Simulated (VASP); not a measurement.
# Hf (Fm-3m) in VASP: further runs

Hf is run at these levels: PBE; tasks: single point.

Program: VASP 6.6.1. These are calculated values, not measurements. Logs are shortened: lines on timing, memory, paths and dates and some standing lists are left out, and cuts for length are marked.

## 1. The cell of the first run

It takes space group Fm-3m (No. 225, cubic). Conventional cell: a = 4.425 Å, b = 4.425 Å, c = 4.425 Å, α = 90.00°, β = 90.00°, γ = 90.00°. Within 4.1 Å of Hf (site symmetry m-3m) lie 12 Hf at 3.13 Å.

## 2. Single point, PBE

The input, INCAR:

```
SYSTEM = Hf
PREC = Accurate
ENCUT = 520
EDIFF = 1E-7
ISMEAR = -1
SIGMA = 0.06122561905347299
LREAL = .FALSE.
LASPH = .TRUE.
NELM = 100
ALGO = Normal
ISIF = 2
LWAVE = .FALSE.
LCHARG = .FALSE.
GGA = PE
NBANDS = 11
```

The input, KPOINTS:

```
regular mesh
0
G
  42 42 42
  0 0 0
```

The input, POSCAR:

```
Hf
1.0
    0.0000000000      2.2126004078      2.2126004078
    2.2126004078      0.0000000000      2.2126004078
    2.2126004078      2.2126004078      0.0000000000
Hf
1
Direct
    0.0000000000      0.0000000000      0.0000000000
```

Potentials or basis: VASP PAW PBE potentials, release 64 (Hf_pv).

The run is started by

```sh
$ cat potpaw_PBE.64/Hf_pv/POTCAR > POTCAR
$ mpirun -np 1 vasp_std > vasp.out
```

OUTCAR:

```text
SYSTEM = Hf
   PREC = Accurate
   ENCUT = 520
   EDIFF = 1E-7
   ISMEAR = -1
   LREAL = .FALSE.
   LASPH = .TRUE.
   NELM = 100
   ISIF = 2
   GGA = PE

 ion  position               nearest neighbor table
   1  0.000  0.000  0.000-

  LATTYP: Found a face centered cubic cell.
 ALAT       =     4.4252008156

  Lattice vectors:

 A1 = (   0.0000000000,   2.2126004078,   2.2126004078)
 A2 = (   2.2126004078,   0.0000000000,   2.2126004078)
 A3 = (   2.2126004078,   2.2126004078,   0.0000000000)

Analysis of symmetry for initial positions (statically):
=====================================================================
 Subroutine PRICEL returns:
 Original cell was already a primitive cell.

 Routine SETGRP: Setting up the symmetry group for a
 face centered cubic supercell.

 Subroutine GETGRP returns: Found 48 space group operations
 (whereof 48 operations were pure point group operations)
 out of a pool of 48 trial point group operations.

The static configuration has the point symmetry O_h .

Analysis of symmetry for dynamics (positions and initial velocities):
=====================================================================
 Subroutine PRICEL returns:
 Original cell was already a primitive cell.

 Routine SETGRP: Setting up the symmetry group for a
 face centered cubic supercell.

 Subroutine GETGRP returns: Found 48 space group operations
 (whereof 48 operations were pure point group operations)
 out of a pool of 48 trial point group operations.

The dynamic configuration has the point symmetry O_h .

 Subroutine INISYM returns: Found 48 space group operations
 (whereof 48 operations are pure point group operations),
 and found     1 'primitive' translations

----------------------------------------------------------------------------------------

                                     Primitive cell

  volume of cell :      21.6640

  direct lattice vectors                    reciprocal lattice vectors
     0.000000000  2.212600408  2.212600408    -0.225978445  0.225978445  0.225978445
     2.212600408  0.000000000  2.212600408     0.225978445 -0.225978445  0.225978445
     2.212600408  2.212600408  0.000000000     0.225978445  0.225978445 -0.225978445

  length of vectors
     3.129089505  3.129089505  3.129089505     0.391406148  0.391406148  0.391406148

  position of ions in fractional coordinates (direct lattice)
     0.000000000  0.000000000  0.000000000

  ion indices of the primitive-cell ions
   primitive index   ion index
                 1           1

----------------------------------------------------------------------------------------

 KPOINTS: regular mesh

Automatic generation of k-mesh.
 Grid dimensions read from file:
 generate k-points for:   42   42   42

 Generating k-lattice:

  Cartesian coordinates                     Fractional coordinates (reciprocal lattice)
    -0.005380439  0.005380439  0.005380439     0.023809524  0.000000000  0.000000000
     0.005380439 -0.005380439  0.005380439     0.000000000  0.023809524  0.000000000
     0.005380439  0.005380439 -0.005380439     0.000000000  0.000000000  0.023809524

  Length of vectors
     0.009319194  0.009319194  0.009319194

  Shift w.r.t. Gamma in fractional coordinates (k-lattice)
     0.000000000  0.000000000  0.000000000

 Subroutine IBZKPT returns following result:
 ===========================================

 Found   1903 irreducible k-points:

 Following reciprocal coordinates:
            Coordinates               Weight
  0.000000  0.000000  0.000000      1.000000
  0.023810  0.000000  0.000000      8.000000
  0.047619  0.000000  0.000000      8.000000
  0.071429  0.000000  0.000000      8.000000
  0.095238  0.000000  0.000000      8.000000
  0.119048  0.000000  0.000000      8.000000
[... 16 lines left out ...]
  0.023810  0.023810  0.000000      6.000000
  0.047619  0.023810  0.000000     24.000000
 [... further k-points ...]
   k-points           NKPTS =   1903   k-points in BZ     NKDIM =   1903   number of bands    NBANDS=     11
   number of dos      NEDOS =    301   number of ions     NIONS =      1
   total plane-waves  NPLWV =  13824
   dimension x,y,z NGX =    24 NGY =   24 NGZ =   24
   dimension x,y,z NGXF=    48 NGYF=   48 NGZF=   48
   ions per type =               1
   NGX,Y,Z   is equivalent  to a cutoff of  12.75, 12.75, 12.75 a.u.
   NGXF,Y,Z  is equivalent  to a cutoff of  25.50, 25.50, 25.50 a.u.
 SYSTEM =  Hf
   PREC   = accura    normal or accurate (medium, high low for compatibility)
   ISTART =      0    job   : 0-new  1-cont  2-samecut
   ICHARG =      2    charge: 1-file 2-atom 10-const
   ISPIN  =      1    spin polarized calculation?
   LNONCOLLINEAR =      F non collinear calculations
   LSORBIT =      F    spin-orbit coupling
   LASPH  =      T    aspherical Exc in radial PAW
   ENCUT  =  520.0 eV  38.22 Ry    6.18 a.u.   5.82  5.82  5.82*2*pi/ulx,y,z
   NELM   =    100;   NELMIN=  2; NELMDL= -5     # of ELM steps
   EDIFF  = 0.1E-06   stopping-criterion for ELM
   LREAL  =      F    real-space projection
   EDIFFG = 0.1E-05   stopping-criterion for IOM
   NSW    =      0    number of steps for IOM
   IBRION =     -1    ionic relax: 0-MD 1-quasi-New 2-CG
   NFREE  =      0    steps in history (QN), initial steepest desc. (CG)
   ISIF   =      2    stress and relaxation
   ISYM   =      2    0-nonsym 1-usesym 2-fastsym
   POTIM  = 0.5000    time-step for ionic-motion
   TEBEG  =    0.0;   TEEND  =   0.0 temperature during run
   PSTRESS=    0.0 pullay stress
   NELECT =      10.0000    total number of electrons
   NUPDOWN=      -1.0000    fix difference up-down
   EMIN   =  10.00;   EMAX   =-10.00  energy-range for DOS
   EFERMI =   0.00;   METHOD = LEGACY
   ISMEAR =    -1;   SIGMA  =   0.06  broadening in eV -4-tet -1-fermi 0-gaus
   EFERMI_NEDOS =   21; number of points for ismear=-14 and -15
   IALGO  =     38    algorithm
   IMIX   =      4    mixing-type and parameters
     AMIX     =   0.40;   BMIX     =  1.00
     AMIX_MAG =   1.60;   BMIX_MAG =  1.00
  volume/ion in A,a.u.               =      21.66       146.20
  Fermi-wavevector in a.u.,A,eV,Ry     =   1.265208  2.390896 21.779535  1.600751
  Thomas-Fermi vector in A             =   2.398473
   LORBIT       =      0    0 simple, 1 ext, 2 COOP (PROOUT), +10 PAW based schemes
   GGA     = PE    functional components
   LHFCALC =     F    Hartree Fock is set to
   AEXX    =    0.0000 exact exchange contribution
   IVDW    =     0    specifies the selected vdW correction
   LEPSILON=     F    determine dielectric tensor
   LRPA    =     F    only Hartree local field effects (RPA)
 non-spin polarized calculation
  energy-cutoff  :      520.00
  volume of cell :       21.66
 maximum number of plane-waves:       604
   NGX = 11   NGY = 11   NGZ = 11

 number of electron      10.0000000 magnetization

 Free energy of the ion-electron system (eV)
  ---------------------------------------------------
  ext. energy  EPLUGINS =         0.00000000
  ---------------------------------------------------
  free energy    TOTEN  =        -9.85261186 eV

  energy without entropy =       -9.83496739  energy(sigma->0) =       -9.84378962

 E-fermi :   4.9692     XC(G=0): -11.4325

 val. band max:        4.9690387496   @ k =   0.2857   0.0000   0.0000
 cond. band min:       4.9693518936   @ k =  -0.3095   0.2857   0.0952
 fundamental gap:      0.0003131440
 Fermi energy:         4.9691840944

 k-point     1 :       0.0000    0.0000    0.0000
  band No.  band energies     occupation
      1     -24.9282      2.00000
      2     -24.9282      2.00000
      3     -24.9282      2.00000
      4      -2.3534      2.00000
      5       6.3844      0.00000
      6       6.3844      0.00000
      7       6.3844      0.00000
      8       9.2922      0.00000
      9       9.2922      0.00000
     10      16.3882      0.00000
     11      18.1474      0.00000

 k-point     2 :       0.0238    0.0000    0.0000
  band No.  band energies     occupation
      1     -24.9336      2.00000
      2     -24.9289      2.00000
      3     -24.9289      2.00000
      4      -2.3326      2.00000
      5       6.3621      0.00000
      6       6.3947      0.00000
      7       6.3947      0.00000
      8       9.2801      0.00000
      9       9.2801      0.00000
     10      16.4361      0.00000
     11      18.1473      0.00000

 k-point     3 :       0.0476    0.0000    0.0000
  band No.  band energies     occupation
      1     -24.9498      2.00000
      2     -24.9309      2.00000
      3     -24.9309      2.00000
      4      -2.2705      2.00000
      5       6.2971      0.00000
      6       6.4249      0.00000
      7       6.4249      0.00000
      8       9.2454      0.00000
      9       9.2454      0.00000
     10      16.5770      0.00000
     11      18.1471      0.00000

 k-point     4 :       0.0714    0.0000    0.0000
  band No.  band energies     occupation
      1     -24.9762      2.00000
      2     -24.9342      2.00000
      3     -24.9342      2.00000
      4      -2.1681      2.00000
      5       6.1945      0.00000
      6       6.4730      0.00000
      7       6.4730      0.00000
      8       9.1928      0.00000
      9       9.1928      0.00000
     10      16.8023      0.00000
     11      18.1467      0.00000
[... 239 lines left out ...]
 k-point    22 :       0.5000    0.0000    0.0000
  band No.  band energies     occupation
      1     -25.8325      2.00000
      2     -25.0479      2.00000
      3     -25.0479      2.00000
      4       1.2387      2.00000
      5       5.6544      0.00003
      6       6.1497      0.00000
      7       6.1497      0.00000
      8      11.5015      0.00000
      9      11.5015      0.00000
     10      14.7610      0.00000
     11      16.0082      0.00000

 k-point    23 :       0.0238    0.0238    0.0000
  band No.  band energies     occupation
      1     -24.9335      2.00000
      2     -24.9300      2.00000
      3     -24.9300      2.00000
      4      -2.3256      2.00000
      5       6.3500      0.00000
      6       6.4005      0.00000
      7       6.4005      0.00000
      8       9.2497      0.00000
      9       9.3022      0.00000
     10      16.4521      0.00000
     11      18.1473      0.00000

 k-point    24 :       0.0476    0.0238    0.0000
  band No.  band energies     occupation
      1     -24.9456      2.00000
      2     -24.9325      2.00000
      3     -24.9312      2.00000
      4      -2.2773      2.00000
      5       6.2970      0.00000
      6       6.4245      0.00000
      7       6.4266      0.00000
      8       9.1965      0.00000
      9       9.3007      0.00000
     10      16.5622      0.00000
     11      18.1472      0.00000

 [... further k-points ...]

------------------------ aborting loop because EDIFF is reached ----------------------------------------

  FORCE on cell =-STRESS in cart. coord.  units (eV):
  Direction    XX          YY          ZZ          XY          YZ          ZX
  --------------------------------------------------------------------------------------
  -------------------------------------------------------------------------------------
  Total        0.5351054      0.5351054      0.5351054      0.0000000      0.0000000      0.0000000
  in kB       39.5740953     39.5740953     39.5740953      0.0000000      0.0000000      0.0000000
  external PRESSURE =      39.5740953 kB  Pullay stress =       0.0000000 kB

 VOLUME and BASIS-vectors are now :
 -----------------------------------------------------------------------------
  energy-cutoff  :      520.00
  volume of cell :       21.66
      direct lattice vectors                 reciprocal lattice vectors
     0.000000000  2.212600408  2.212600408    -0.225978445  0.225978445  0.225978445
     2.212600408  0.000000000  2.212600408     0.225978445 -0.225978445  0.225978445
     2.212600408  2.212600408  0.000000000     0.225978445  0.225978445 -0.225978445

 POSITION                                       TOTAL-FORCE (eV/Angst)
 -----------------------------------------------------------------------------------
      0.00000      0.00000      0.00000         0.000000      0.000000      0.000000
 -----------------------------------------------------------------------------------
    total drift:                                0.000000      0.000000     -0.000000

  FREE ENERGIE OF THE ION-ELECTRON SYSTEM (eV)
  ---------------------------------------------------
  free  energy   TOTEN  =        -9.8526118566 eV

  energy  without entropy=       -9.8349673870  energy(sigma->0) =       -9.84378962
```

Run time: 2.4 min. Hardware: 1 thread of Intel Xeon Platinum 8488C (Sapphire Rapids), shared host; peak memory 0.54 GiB.

Results:

```
Free energy            : -9.8526 eV
Pressure               : 4.0 GPa
Band gap on the k mesh : zero (band 5 reaches 6.38 eV, above the bottom of band 6 at 4.27 eV)
```

Levels at points of the mesh, in eV from the Fermi level:
```csv
k point,band 3,band 4,band 5,band 6,band 7,band 8
"(0.00, 0.00, 0.00)",-29.90,-7.32,1.42,1.42,1.42,4.32
"(0.50, 0.00, 0.00)",-30.02,-3.73,0.69,1.18,1.18,6.53
"(0.50, 0.50, 0.00)",-30.22,-3.39,-2.25,2.69,6.55,7.19
```

Caveat: spin-orbit coupling is left out, which moves the levels of the heavy elements.

## 3. Single point, PBE

This run uses another cell than the first one, of 22.12 Å³/atom, 1.021 times its volume.

The input, INCAR:

```
PREC = Accurate ; ENCUT = 520
EDIFF = 1E-7 ; ISMEAR = -1
SIGMA = 0.06122561905347299 ; LREAL = False
LASPH = True ; NELM = 80
ALGO = Normal ; ISIF = 2
LWAVE = False ; LCHARG = False
GGA = PE ; NBANDS = 11
```

The input, KPOINTS:

```
Automatic mesh
0
Gamma
  42 42 42
```

The input, POSCAR:

```
Hf
1.0
    0.0000000000      2.2278602032      2.2278602032
    2.2278602032      0.0000000000      2.2278602032
    2.2278602032      2.2278602032      0.0000000000
Hf
1
Direct
    0.0000000000      0.0000000000      0.0000000000
```

Potentials or basis: VASP PAW PBE potentials, release 64 (Hf_pv).

The run is started by

```sh
$ cat potpaw_PBE.64/Hf_pv/POTCAR > POTCAR
$ mpirun -np 1 vasp_std > vasp.out
```

Run time: 2.3 min. Hardware: 1 thread of Intel Xeon Platinum 8488C (Sapphire Rapids), shared host; peak memory 0.54 GiB.

It converged, with:

```yaml
Free_energy: -9.8605 eV
Pressure: 1.7 GPa
Band_gap_on_the_k_mesh: zero (band 5 reaches 6.23 eV, above the bottom of band 6 at 4.14 eV)
```

Levels at points of the mesh, in eV from the Fermi level:
```tsv
k point	band 3	band 4	band 5	band 6	band 7	band 8
(0.00, 0.00, 0.00)	-29.97	-7.25	1.41	1.41	1.41	4.24
(0.50, 0.00, 0.00)	-30.09	-3.67	0.61	1.18	1.18	6.39
(0.50, 0.50, 0.00)	-30.28	-3.30	-2.17	2.58	6.40	7.02
```

Caveat: spin-orbit coupling is left out, which moves the levels of the heavy elements.
